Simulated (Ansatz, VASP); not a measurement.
## LiMg2Sn2 in VASP and in Ansatz

```xyz
5
Lattice="4.7376 0.0000 0.0000 -2.3688 4.1029 0.0000 0.0000 0.0000 6.4531" Properties=species:S:1:pos:R:3 pbc="T T T"
Mg    0.0000    2.7353    4.1689
Mg    2.3688    1.3676    2.2842
Sn    0.0000    2.7353    1.1139
Sn    2.3688    1.3676    5.3392
Li    0.0000    0.0000    0.0000
```

Alike in both runs: functional PBE; k mesh 5 × 5 × 3; occupations gaussian, width 0.1 eV; no spin polarisation.

Ansatz relaxed the structure, and its values are those at the end. VASP's run is a single point on that final structure, the one shown.

```csv
,VASP,Ansatz
version,VASP 6.6.1,Ansatz 0.2.0
potentials or method,"VASP PAW PBE potentials, release 64 (Mg, Sn_d, Li_sv), cutoff 520 eV",PAW plane waves
valence electrons in the cell,35,51
```

```csv
,VASP,Ansatz,Ansatz less VASP
gap on the k mesh at the Fermi level (eV),none,none,-
rms of the force components (eV/Å),0.002,0.003,+0.0008
```

A gap of «none» marks a metal or a gap that the smearing closes. VASP's potentials hold 35 valence electrons a cell and Ansatz's 51, so a difference there can come from the potentials and not from the codes. Ansatz's warnings: structure snapped to symmetry.

Noted on VASP's run: the cutoff is short for stress, so the pressure is rough.
